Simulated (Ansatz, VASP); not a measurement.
ZrH in VASP and in Ansatz

```
Zr H
1.0
    -1.59787    1.59787    2.49351
     1.59787   -1.59787    2.49351
     1.59787    1.59787   -2.49351
Zr H
1 1
Direct
  0.00000 0.00000 0.00000
  0.75000 0.25000 0.50000
```

Alike in both runs: functional LDA; k mesh 18 × 18 × 18; occupations gaussian, width 0.1 eV; no spin polarisation.

Ansatz relaxed the structure, and its values are those at the end. VASP's run is a single point on that final structure, the one shown.

```csv
,VASP,Ansatz
version,VASP 6.6.1,Ansatz 0.2.0
potentials or method,"VASP PAW LDA potentials, release 64 (Zr_sv, H), cutoff 520 eV","scalar-relativistic, plane waves, PAW"
valence electrons in the cell,13,13
```

VASP gave:

| Property | Result |
| --- | --- |
| gap on the k mesh at the Fermi level (eV) | none |
| pressure (GPa) | 0.1 |

Estimate Ansatz's values.

gap on the k mesh at the Fermi level (eV): none; pressure (GPa): 0.0.

LDA's correlation is that of Perdew and Zunger in VASP and of Perdew and Wang (1992) in Ansatz. A gap of «none» marks a metal or a gap that the smearing closes.
